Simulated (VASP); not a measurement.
# Bi (R-3m) in VASP: a series of runs, part 2 of 2

VASP 6.6.1.

## Step 4: Single point, r2SCAN

POSCAR reads:

```
Bi
1.0
    2.2672586491      1.3090023913      4.1166667488
   -2.2672586491      1.3090023913      4.1166667488
    0.0000000000     -2.6180047827      4.1166667487
Bi
2
Direct
    0.2317091399      0.2317091399      0.2317091399
    0.7682908601      0.7682908601      0.7682908601
```

INCAR.step1 reads:

```
SYSTEM = Bi
  ALGO = Normal
  EDIFF = 1E-4
  ENCUT = 520
  GGA = PE
  ISMEAR = 1
  LASPH = .True.
  LCHARG = .False.
  LREAL = .False.
  LWAVE = .True.
  NBANDS = 22
  NELM = 60
  PREC = Accurate
  SIGMA = 0.03
```

INCAR.step2 reads:

```
SYSTEM = Bi
  ALGO = Normal
  EDIFF = 1E-6
  ENCUT = 520
  ISIF = 2
  ISMEAR = 1
  ISTART = 1
  LASPH = .True.
  LCHARG = .True.
  LELF = .True.
  LMIXTAU = .True.
  LREAL = .False.
  LVHAR = .True.
  LWAVE = .False.
  METAGGA = R2SCAN
  NBANDS = 22
  NELM = 60
  PREC = Accurate
  SIGMA = 0.03
```

KPOINTS reads:

```
k-points
0
Gamma
  9 9 9
  0 0 0
```

Potentials or basis: VASP PAW PBE potentials, release 64 (Bi_d).

On the command line:

```
$ cat potpaw_PBE.64/Bi_d/POTCAR > POTCAR
$ cp INCAR.step1 INCAR
$ mpirun -np 1 vasp_std > vasp.out
$ cp INCAR.step2 INCAR
$ mpirun -np 1 vasp_std > vasp.out
```

OUTCAR:

```text
SYSTEM = Bi
   EDIFF = 1E-6
   ENCUT = 520
   ISIF = 2
   ISMEAR = 1
   ISTART = 1
   LASPH = .True.
   LREAL = .False.
   METAGGA = R2SCAN
   NELM = 60
   PREC = Accurate

 ion  position               nearest neighbor table
   1  0.232  0.232  0.232-   2 3.07   2 3.07   2 3.07   2 3.63   2 3.63   2 3.63
   2  0.768  0.768  0.768-   1 3.07   1 3.07   1 3.07   1 3.63   1 3.63   1 3.63

  LATTYP: Found a trigonal (rhomboedric) cell.
 ALAT       =     4.8786160090
 COS(alpha) =     0.5680446502

  Lattice vectors:

 A1 = (   2.2672586491,   1.3090023913,   4.1166667488)
 A2 = (  -2.2672586491,   1.3090023913,   4.1166667488)
 A3 = (   0.0000000000,  -2.6180047827,   4.1166667487)

Analysis of symmetry for initial positions (statically):
=====================================================================
 Subroutine PRICEL returns:
 Original cell was already a primitive cell.

 Routine SETGRP: Setting up the symmetry group for a
 trigonal (rhombohedral) supercell.

 Subroutine GETGRP returns: Found 12 space group operations
 (whereof 12 operations were pure point group operations)
 out of a pool of 12 trial point group operations.

The static configuration has the point symmetry D_3d.

Analysis of symmetry for dynamics (positions and initial velocities):
=====================================================================
 Subroutine PRICEL returns:
 Original cell was already a primitive cell.

 Routine SETGRP: Setting up the symmetry group for a
 trigonal (rhombohedral) supercell.

 Subroutine GETGRP returns: Found 12 space group operations
 (whereof 12 operations were pure point group operations)
 out of a pool of 12 trial point group operations.

The dynamic configuration has the point symmetry D_3d.

 Subroutine INISYM returns: Found 12 space group operations
 (whereof 12 operations are pure point group operations),
 and found     1 'primitive' translations

----------------------------------------------------------------------------------------

                                     Primitive cell

  volume of cell :      73.3058

  direct lattice vectors                    reciprocal lattice vectors
     2.267258649  1.309002391  4.116666749     0.220530640  0.127323424  0.080971658
    -2.267258649  1.309002391  4.116666749    -0.220530640  0.127323424  0.080971658
     0.000000000 -2.618004783  4.116666749     0.000000000 -0.254646848  0.080971658

  length of vectors
     4.878616009  4.878616009  4.878616009     0.267210454  0.267210454  0.267210454

  position of ions in fractional coordinates (direct lattice)
     0.231709140  0.231709140  0.231709140
     0.768290860  0.768290860  0.768290860

  ion indices of the primitive-cell ions
   primitive index   ion index
                 1           1
                 2           2

----------------------------------------------------------------------------------------

 KPOINTS: k-points

Automatic generation of k-mesh.
 Grid dimensions read from file:
 generate k-points for:    9    9    9

 Generating k-lattice:

  Cartesian coordinates                     Fractional coordinates (reciprocal lattice)
     0.024503404  0.014147047  0.008996851     0.111111111  0.000000000 -0.000000000
    -0.024503404  0.014147047  0.008996851     0.000000000  0.111111111 -0.000000000
     0.000000000 -0.028294094  0.008996851     0.000000000  0.000000000  0.111111111

  Length of vectors
     0.029690050  0.029690050  0.029690050

  Shift w.r.t. Gamma in fractional coordinates (k-lattice)
     0.000000000  0.000000000  0.000000000

 Subroutine IBZKPT returns following result:
 ===========================================

 Found     85 irreducible k-points:

 Following reciprocal coordinates:
            Coordinates               Weight
  0.000000  0.000000  0.000000      1.000000
  0.111111  0.000000  0.000000      6.000000
  0.222222  0.000000  0.000000      6.000000
  0.333333 -0.000000  0.000000      6.000000
  0.444444  0.000000  0.000000      6.000000
  0.111111  0.111111  0.000000      6.000000
[... 16 lines left out ...]
 -0.333333  0.333333  0.000000      6.000000
  0.444444  0.444444  0.000000      6.000000
 [... further k-points ...]
   k-points           NKPTS =     85   k-points in BZ     NKDIM =     85   number of bands    NBANDS=     22
   number of dos      NEDOS =    301   number of ions     NIONS =      2
   total plane-waves  NPLWV =  46656
   dimension x,y,z NGX =    36 NGY =   36 NGZ =   36
   dimension x,y,z NGXF=    72 NGYF=   72 NGZF=   72
   ions per type =               2
   NGX,Y,Z   is equivalent  to a cutoff of  12.27, 12.27, 12.27 a.u.
   NGXF,Y,Z  is equivalent  to a cutoff of  24.54, 24.54, 24.54 a.u.
 SYSTEM =  Bi
   PREC   = accura    normal or accurate (medium, high low for compatibility)
   ISTART =      1    job   : 0-new  1-cont  2-samecut
   ICHARG =      0    charge: 1-file 2-atom 10-const
   ISPIN  =      1    spin polarized calculation?
   LNONCOLLINEAR =      F non collinear calculations
   LSORBIT =      F    spin-orbit coupling
   LASPH  =      T    aspherical Exc in radial PAW
   ENCUT  =  520.0 eV  38.22 Ry    6.18 a.u.   9.07  9.07  9.07*2*pi/ulx,y,z
   NELM   =     60;   NELMIN=  2; NELMDL=  0     # of ELM steps
   EDIFF  = 0.1E-05   stopping-criterion for ELM
   LREAL  =      F    real-space projection
   EDIFFG = 0.1E-04   stopping-criterion for IOM
   NSW    =      0    number of steps for IOM
   IBRION =     -1    ionic relax: 0-MD 1-quasi-New 2-CG
   NFREE  =      0    steps in history (QN), initial steepest desc. (CG)
   ISIF   =      2    stress and relaxation
   ISYM   =      2    0-nonsym 1-usesym 2-fastsym
   POTIM  = 0.5000    time-step for ionic-motion
   TEBEG  =    0.0;   TEEND  =   0.0 temperature during run
   PSTRESS=    0.0 pullay stress
   NELECT =      30.0000    total number of electrons
   NUPDOWN=      -1.0000    fix difference up-down
   EMIN   =  10.00;   EMAX   =-10.00  energy-range for DOS
   EFERMI =   0.00;   METHOD = LEGACY
   ISMEAR =     1;   SIGMA  =   0.03  broadening in eV -4-tet -1-fermi 0-gaus
   EFERMI_NEDOS =   21; number of points for ismear=-14 and -15
   IALGO  =     38    algorithm
   IMIX   =      4    mixing-type and parameters
     AMIX     =   0.40;   BMIX     =  1.00
     AMIX_MAG =   1.60;   BMIX_MAG =  1.00
  volume/ion in A,a.u.               =      36.65       247.35
  Fermi-wavevector in a.u.,A,eV,Ry     =   1.215446  2.296860 20.100017  1.477310
  Thomas-Fermi vector in A             =   2.350833
   LORBIT       =      0    0 simple, 1 ext, 2 COOP (PROOUT), +10 PAW based schemes
   METAGGA = R2SCAN    functional components
   LHFCALC =     F    Hartree Fock is set to
   AEXX    =    0.0000 exact exchange contribution
   IVDW    =     0    specifies the selected vdW correction
   LEPSILON=     F    determine dielectric tensor
   LRPA    =     F    only Hartree local field effects (RPA)
 non-spin polarized calculation
 Methfessel and Paxton  Order N= 1 SIGMA  =   0.03
  energy-cutoff  :      520.00
  volume of cell :       73.31
 maximum number of plane-waves:      2004
   NGX = 19   NGY = 19   NGZ = 19

 number of electron      30.0000004 magnetization

 Free energy of the ion-electron system (eV)
  ---------------------------------------------------
  ext. energy  EPLUGINS =         0.00000000
  ---------------------------------------------------
  free energy    TOTEN  =      -117.00923043 eV

  energy without entropy =     -117.00924641  energy(sigma->0) =     -117.00923576

 E-fermi :   5.8269     XC(G=0):  -9.9746

 val. band max:        5.8035972292   @ k =   0.4444   0.3333   0.3333
 cond. band min:       5.8502668435   @ k =   0.4444   0.0000   0.0000
 fundamental gap:      0.0466696143
 Fermi energy:         5.8269320363

 k-point     1 :       0.0000    0.0000    0.0000
  band No.  band energies     occupation
      1     -17.7848      2.00000
      2     -17.7848      2.00000
      3     -17.6298      2.00000
      4     -17.6298      2.00000
      5     -17.6084      2.00000
      6     -17.4377      2.00000
[... 14 lines left out ...]
     21      12.2176      0.00000
     22      12.3297      0.00000
[... 552 lines left out ...]
  band No.  band energies     occupation
      1     -17.7715      2.00000
      2     -17.6382      2.00000
      3     -17.6321      2.00000
      4     -17.5340      2.00000
      5     -17.5332      2.00000
      6     -17.5081      2.00000
[... 14 lines left out ...]
     21      15.7868      0.00000
     22      16.4125      0.00000

 [... further k-points ...]

------------------------ aborting loop because EDIFF is reached ----------------------------------------

  FORCE on cell =-STRESS in cart. coord.  units (eV):
  Direction    XX          YY          ZZ          XY          YZ          ZX
  --------------------------------------------------------------------------------------
  -------------------------------------------------------------------------------------
  Total       -0.0009937     -0.0009937     -0.0481555      0.0000000      0.0000000      0.0000000
  in kB       -0.0217182     -0.0217182     -1.0524901      0.0000000      0.0000000      0.0000000
  external PRESSURE =      -0.3653088 kB  Pullay stress =       0.0000000 kB

 VOLUME and BASIS-vectors are now :
 -----------------------------------------------------------------------------
  energy-cutoff  :      520.00
  volume of cell :       73.31
      direct lattice vectors                 reciprocal lattice vectors
     2.267258649  1.309002391  4.116666749     0.220530640  0.127323424  0.080971658
    -2.267258649  1.309002391  4.116666749    -0.220530640  0.127323424  0.080971658
     0.000000000 -2.618004783  4.116666749     0.000000000 -0.254646848  0.080971658

 POSITION                                       TOTAL-FORCE (eV/Angst)
 -----------------------------------------------------------------------------------
      0.00000     -0.00000      2.86161         0.000000     -0.000000      0.003981
      0.00000     -0.00000      9.48839         0.000000      0.000000     -0.003981
 -----------------------------------------------------------------------------------
    total drift:                               -0.000000      0.000000     -0.000000

  FREE ENERGIE OF THE ION-ELECTRON SYSTEM (eV)
  ---------------------------------------------------
  free  energy   TOTEN  =      -117.0092304343 eV

  energy  without entropy=     -117.0092464113  energy(sigma->0) =     -117.00923576
```

It took 7.6 min on 1 thread of Intel Xeon 8259CL, shared host; peak memory 0.28 GiB.

What came out:

```yaml
Free_energy: -117.0092 eV
Pressure: 0.0 GPa
Largest_force: 0.004 eV/Å
```

Forces on the atoms (eV/Å):
```
Bi   0.000  0.000  0.004
Bi   0.000  0.000 -0.004
```

Stress tensor (GPa, compression positive):
```
 0.00  0.00  0.00
 0.00  0.00  0.00
 0.00  0.00 -0.11
```

Levels at points of the mesh, in eV from the Fermi level:
| k point | band 12 | band 13 | band 14 | band 15 | band 16 | band 17 | band 18 | band 19 |
| --- | --- | --- | --- | --- | --- | --- | --- | --- |
| (0.00, 0.00, 0.00) | -7.81 | -1.74 | -1.22 | -1.22 | 2.34 | 2.92 | 2.92 | 6.14 |

Caveat: the PAW data sets were made with another functional, which shifts forces and pressure a little; spin-orbit coupling is left out, which moves the levels of the heavy elements.

## Step 5: Single point, r2SCAN

POSCAR is that of step 4.

INCAR.step1 reads:

```
PREC = Accurate
ENCUT = 520
ISMEAR = 1
SIGMA = 0.1
LREAL = F
LASPH = T
NELM = 100
NBANDS = 22
GGA = PE
ALGO = Normal
EDIFF = 1E-4
LWAVE = T
LCHARG = F
```

INCAR.step2 reads:

```
PREC = Accurate
ENCUT = 520
EDIFF = 1E-7
ISMEAR = 1
SIGMA = 0.1
LREAL = F
LASPH = T
NELM = 100
ALGO = Normal
ISIF = 2
LWAVE = F
LCHARG = F
METAGGA = R2SCAN
LMIXTAU = T
NBANDS = 22
ISTART = 1
```

KPOINTS reads:

```
Automatic mesh
0
Gamma
  9 9 9
```

On the command line:

```
$ cat potpaw_PBE.64/Bi_d/POTCAR > POTCAR
$ cp INCAR.step1 INCAR
$ mpirun -np 1 vasp_std > vasp.out
$ cp INCAR.step2 INCAR
$ mpirun -np 1 vasp_std > vasp.out
```

Run time: 9.4 min. Hardware: 1 thread of Intel Xeon 8259CL, shared host; peak memory 0.28 GiB.

It converged, with:

- Free energy: -117.0094 eV
- Pressure: 0.0 GPa
- Largest force: 0.007 eV/Å

Forces on the atoms (eV/Å):
```
Bi   0.000  0.000  0.007
Bi   0.000  0.000 -0.007
```

Levels at points of the mesh, in eV from the Fermi level:
```tsv
k point	band 13	band 14	band 15	band 16	band 17	band 18
(0.00, 0.00, 0.00)	-1.73	-1.22	-1.22	2.34	2.92	2.92
```

Caveat: the PAW data sets were made with another functional, which shifts forces and pressure a little; spin-orbit coupling is left out, which moves the levels of the heavy elements.

## Step 6: The runs side by side

| smearing | pressure (GPa) | largest force (eV/Å) |
| --- | --- | --- |
| gaussian 1 eV | 0.3 | 0.20 |
| methfessel-paxton 0.01 eV | 0.0 | - |
| methfessel-paxton 0.03 eV | 0.0 | - |
| methfessel-paxton 0.1 eV | 0.0 | 0.01 |

Alike in all rows: task single point; level r2SCAN; potentials or basis VASP PAW PBE potentials, release 64 (Bi_d); no spin polarisation; cell as given; k mesh 9 × 9 × 9; cutoff (eV) 520.

Caveats: the PAW data sets were made with another functional, which shifts forces and pressure a little; spin-orbit coupling is left out, which moves the levels of the heavy elements; so wide a smearing shifts energies and pressures (at least some runs).

Absolute energies hang on the potentials; compare differences alone.
